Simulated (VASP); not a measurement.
A run of VASP 6.6.1 is set up as follows.

File INCAR:

```
SYSTEM = RbCaH3
PREC = Accurate
ENCUT = 520
EDIFF = 1E-7
ISMEAR = 0
SIGMA = 0.05
LREAL = .False.
LASPH = .True.
NELM = 80
ALGO = Normal
ISIF = 2
LWAVE = .False.
LCHARG = .False.
GGA = CA
NBANDS = 19
```

The input KPOINTS:

```
Automatic mesh
0
Gamma
  6 6 6
  0 0 0
```

POSCAR

```
RbCaH3
1.0
    4.5470000000      0.0000000000      0.0000000000
    0.0000000000      4.5470000000      0.0000000000
    0.0000000000      0.0000000000      4.5470000000
Rb Ca H
1 1 3
Direct
    0.0000000000      0.0000000000      0.0000000000
    0.5000000000      0.5000000000      0.5000000000
    0.0000000000      0.5000000000      0.5000000000
    0.5000000000      0.0000000000      0.5000000000
    0.5000000000      0.5000000000      0.0000000000
```

Potentials or basis: VASP PAW LDA potentials, release 64 (Rb_sv, Ca_sv, H).

The run is started by

```bash
$ cat potpaw_LDA.64/Rb_sv/POTCAR potpaw_LDA.64/Ca_sv/POTCAR potpaw_LDA.64/H/POTCAR > POTCAR
$ mpirun -np 1 vasp_std > vasp.out
```

Q: Estimate the pressure.

A: -2.4 GPa.

Q: What does it give for the band gap on the k mesh?

A: 2.92 eV, direct.

A k mesh can miss the band edges. As with any semilocal functional, this LDA gap is likely too small.
